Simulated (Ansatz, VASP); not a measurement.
## One calculation of WSe2, two programs

```xyz
3
Lattice="3.2499 0.0000 0.0000 -1.6250 2.8145 0.0000 0.0000 0.0000 30.5200" Properties=species:S:1:pos:R:3 pbc="T T T"
Se    1.6250    0.9382    7.0020
Se    1.6250    0.9382   10.3580
W     0.0000    1.8763    8.6800
```

Alike in both runs: functional PBEsol; dispersion D4; k mesh 12 × 12 × 1; occupations gaussian, width 0.03 eV; no spin polarisation.

Ansatz relaxed the structure, and its values are those at the end. VASP's run is a single point on that final structure, the one shown.

|  | VASP | Ansatz |
| --- | --- | --- |
| version | VASP 6.6.1 | Ansatz 0.2.0 |
| potentials or method | VASP PAW PBE potentials, release 64 (Se, W_sv), cutoff 400 eV | scalar-relativistic, plane waves, PAW |
| valence electrons in the cell | 26 | 46 |

```tsv
	VASP	Ansatz	Ansatz less VASP
gap on the k mesh at the Fermi level (eV)	1.66	1.66	-0.002
least direct gap on the mesh (eV)	1.77	1.78	+0.004
rms of the force components (eV/Å)	0.029	0.000	-0.0289
```

VASP's potentials were made for PBE, not for PBEsol, and Ansatz warns of the same on its side. VASP's potentials hold 26 valence electrons a cell and Ansatz's 46, so a difference there can come from the potentials and not from the codes. Ansatz's warnings: slab cell height set, structure snapped to symmetry.

Spin-orbit coupling is off throughout.
